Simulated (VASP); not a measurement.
Write the native input for VASP 6.6.1 that does the following.

- Task: single point
- Functional: PBEsol
- Potentials or basis: VASP PAW PBE potentials, release 64 (Hf_pv)
- Cutoff: 520 eV
- k mesh: 8 × 8 × 8
- Occupations: gaussian, width 0.1 eV
- Spin: no spin polarisation
- Dipole correction: no
- Further INCAR settings: ALGO = Normal; EDIFF = 1e-07; NBANDS = 11

The structure of Hf lies in POSCAR:

```
Hf
1.0
    0.0000000000      2.2229131116      2.2229131116
    2.2229131116      0.0000000000      2.2229131116
    2.2229131116      2.2229131116      0.0000000000
Hf
1
Direct
    0.0000000000      0.0000000000      0.0000000000
```

One way to write it, as run:

INCAR

```
ALGO = Normal ; EDIFF = 1E-7
ENCUT = 520 ; GGA = PS
ISIF = 2 ; ISMEAR = 0
LASPH = True ; LCHARG = False
LREAL = False ; LWAVE = False
NBANDS = 11 ; NELM = 60
PREC = Accurate ; SIGMA = 0.1
```

KPOINTS

```
k-points
0
Gamma
  8 8 8
```

Potentials or basis: VASP PAW PBE potentials, release 64 (Hf_pv).

Command:

```sh
$ cat potpaw_PBE.64/Hf_pv/POTCAR > POTCAR
$ mpirun -np 1 vasp_std > vasp.out
```

Results of the run:

* Pressure: -2.3 GPa
* Band gap on the k mesh: zero (band 5 reaches 6.10 eV, above the bottom of band 6 at 4.31 eV)

Caveat: the PAW data sets were made with another functional, which shifts forces and pressure a little; spin-orbit coupling is left out, which moves the levels of the heavy elements.

It took 7.6 s on 1 thread of Intel Xeon 8259CL, with other jobs on the host, peak memory 0.14 GiB.
